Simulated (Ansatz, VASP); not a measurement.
# Hf2N in VASP and in Ansatz

The input INCAR:

```
ALGO = Normal
EDIFF = 1E-7
ENCUT = 520
GGA = PS
ISIF = 2
ISMEAR = 0
LASPH = True
LCHARG = True
LELF = True
LREAL = False
LVHAR = True
LWAVE = False
NBANDS = 34
NELM = 100
PREC = Accurate
SIGMA = 0.15
```

File KPOINTS:

```
k-points
0
Gamma
  8 8 14
```

Contents of POSCAR:

```
Hf2N
1.0
    5.0743864271      0.0000000000      0.0000000000
    0.0000000000      5.0743864271      0.0000000000
    0.0000000000      0.0000000000      3.0925772013
Hf N
4 2
Direct
    0.2954631013      0.2954631013      0.0000000000
    0.7045368987      0.7045368987      0.0000000000
    0.7954631013      0.2045368987      0.5000000000
    0.2045368987      0.7954631013      0.5000000000
    0.0000000000      0.0000000000      0.0000000000
    0.5000000000      0.5000000000      0.5000000000
```

Input for Ansatz:

```yaml
crystal:
  lattice:
    - [5.0743864271, 0.0, 0.0]
    - [0.0, 5.0743864271, 0.0]
    - [0.0, 0.0, 3.0925772013]
  atoms:
    - { symbol: Hf, position: [0.2954631013, 0.2954631013, 0.0] }
    - { symbol: Hf, position: [0.7045368987, 0.7045368987, 0.0] }
    - { symbol: Hf, position: [0.7954631013, 0.2045368987, 0.5] }
    - { symbol: Hf, position: [0.2045368987, 0.7954631013, 0.5] }
    - { symbol: "N", position: [0.0, 0.0, 0.0] }
    - { symbol: "N", position: [0.5, 0.5, 0.5] }
basis:
  ecutwfc: 520.0
kpoints:
  mp_grid: { grid: [8, 8, 14] }
hamiltonian:
  xc: pbesol
  pseudopotentials: { kind: paw, azcp: { folder: soft_1 } }
scf:
  occupations: { method: gaussian, width: 0.15 }
output:
  forces: true
  stress: true
  eigenvalues: true
```

Alike in both runs: task single point; functional PBEsol; k mesh 8 × 8 × 14; occupations gaussian, width 0.15 eV; no spin polarisation.

```csv
,VASP,Ansatz
version,VASP 6.6.1,Ansatz 0.2.0
potentials or method,"VASP PAW PBE potentials, release 64 (Hf_pv, N), cutoff 520 eV","scalar-relativistic, plane waves, PAW"
valence electrons in the cell,50,114
```

```tsv
	VASP	Ansatz	Ansatz less VASP
gap on the k mesh at the Fermi level (eV)	none	none	-
rms of the force components (eV/Å)	0.142	0.142	-0.0003
```

VASP's potentials were made for PBE, not for PBEsol, and Ansatz warns of the same on its side. Atom by atom the forces differ by 0.000 eV/Å (rms over components). A gap of «none» marks a metal or a gap that the smearing closes. VASP's potentials hold 50 valence electrons a cell and Ansatz's 114, so a difference there can come from the potentials and not from the codes.

Neither program's run includes spin-orbit coupling.
